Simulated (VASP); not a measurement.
Runs of VASP 6.6.1 on In3GaP4. The structure is that of space group I-42m (No. 121), or close to it. The cells are those of the table. 

```csv
level,cell,gap on the mesh (eV),pressure (GPa),largest force (eV/Å)
r2SCAN,"a = 7.227 Å, angles 131.8, 131.8, 70.6°, 8 atoms",(c),-3.8,0.03
PBE,"a = 7.151 Å, angles 131.8, 131.8, 70.6°, 8 atoms",(a),0.0,-
PBE,"a = 7.222 Å, angles 131.8, 131.8, 70.6°, 8 atoms",(b),-1.7,0.02
PBE,"a = 7.292 Å, angles 131.8, 131.8, 70.6°, 8 atoms",0.30,-3.2,0.03
```

Alike in all rows: task single point; potentials or basis VASP PAW PBE potentials, release 64 (Ga_d, P, In_d); no spin polarisation; k mesh 6 × 6 × 6; cutoff (eV) 520; smearing gaussian 0.01 eV.

Q: Fill in the values left out.

A: (a) 0.64; (b) 0.47; (c) 0.88.

Caveats: spin-orbit coupling is left out, which moves the levels of the heavy elements; the PAW data sets were made with another functional, which shifts forces and pressure a little (some runs).

A k mesh can miss the band edges, and the runs leave out spin-orbit coupling on Ga, In.
